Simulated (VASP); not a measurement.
Here is a VASP 6.6.1 calculation.

File INCAR:

```
PREC = Accurate
ENCUT = 520
EDIFF = 1E-6
ISMEAR = 0
SIGMA = 0.02
LREAL = F
LASPH = T
NELM = 100
ALGO = Normal
ISIF = 2
LWAVE = F
LCHARG = T
GGA = PE
LELF = T
LVHAR = T
NBANDS = 16
```

The input KPOINTS:

```
regular mesh
0
Gamma
  8 8 8
```

The input POSCAR:

```
GaP
1.0
    0.0000000000      2.7525584772      2.7525584772
    2.7525584772      0.0000000000      2.7525584772
    2.7525584772      2.7525584772      0.0000000000
Ga P
1 1
Direct
    0.0000000000      0.0000000000      0.0000000000
    0.7500000000      0.7500000000      0.7500000000
```

Potentials or basis: VASP PAW PBE potentials, release 64 (Ga_d, P).

Run with:

```sh
$ cat potpaw_PBE.64/Ga_d/POTCAR potpaw_PBE.64/P/POTCAR > POTCAR
$ mpirun -np 1 vasp_std > vasp.out
```

What does it give for the band gap on the k mesh?

1.58 eV, direct.

What does it give for the pressure?

0.0 GPa.

A k mesh can miss the band edges. As with any semilocal functional, this PBE gap is likely too small.
